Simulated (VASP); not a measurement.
A run of VASP 6.6.1 is set up as follows.

The input INCAR:

```
SYSTEM = Ga
  PREC = Accurate
  ENCUT = 520
  EDIFF = 1E-6
  ISMEAR = -1
  SIGMA = 0.05
  LREAL = .False.
  LASPH = .True.
  NELM = 80
  ALGO = Fast
  ISIF = 2
  LWAVE = .False.
  LCHARG = .False.
  GGA = PS
  NBANDS = 34
```

File KPOINTS:

```
regular mesh
0
Gamma
  7 7 6
  0 0 0
```

POSCAR

```
Ga
1.0
    2.2463216903     -3.8047911717      0.0000000000
    2.2463216903      3.8047911717      0.0000000000
    0.0000000000      0.0000000000      4.4936366690
Ga
4
Direct
    0.3451000000      0.6549000000      0.4190000000
    0.1549000000      0.8451000000      0.9190000000
    0.6549000000      0.3451000000      0.5810000000
    0.8451000000      0.1549000000      0.0810000000
```

Potentials or basis: VASP PAW PBE potentials, release 64 (Ga_d).

Command:

```console
$ cat potpaw_PBE.64/Ga_d/POTCAR > POTCAR
$ mpirun -np 1 vasp_std > vasp.out
```

Question: What does it give for the largest force?

Answer: 0.122 eV/Å.

Question: What does it give for the band gap on the k mesh?

Answer: Zero (band 26 reaches 5.46 eV, above the bottom of band 27 at 4.16 eV).

Question: What does it give for the pressure?

Answer: -0.4 GPa.

Stress tensor (GPa, compression positive):
```
-1.40  0.00  0.00
 0.00  0.31  0.00
 0.00  0.00 -0.17
```

Caveat: the PAW data sets were made with another functional, which shifts forces and pressure a little.
